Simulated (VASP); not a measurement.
Lu:

```xyz
4
Lattice="2.7529 0.0000 0.0000 -1.3765 2.3841 0.0000 0.0000 0.0000 8.8624" Properties=species:S:1:pos:R:3 pbc="T T T"
Lu    0.0000    0.0000    0.0000
Lu    0.0000    0.0000    4.4312
Lu    0.0000    1.5894    2.2156
Lu    1.3765    0.7947    6.6468
```

Base run:

```yaml
Program: VASP 6.6.1
Functional: PBE
Potentials_or_basis: VASP PAW PBE potentials, release 64 (Lu)
Cutoff: 520 eV
k_mesh: 10 × 10 × 3
Occupations: tetrahedron
Spin: no spin polarisation
```

Its results: band gap on the k mesh zero (band 50 reaches 7.76 eV, above the bottom of band 51 at 4.88 eV); pressure 101.8 GPa.

Q: The run is repeated on the same cell with these changes: occupations from tetrahedron to fermi-dirac, width 0.1 eV. What comes out?

A: Band gap on the k mesh zero (band 50 reaches 7.76 eV, above the bottom of band 51 at 4.88 eV); pressure 102.4 GPa.

Caveats: spin-orbit coupling is left out, which moves the levels of the heavy elements; tetrahedron occupations give inexact forces and stress in metals (some runs).
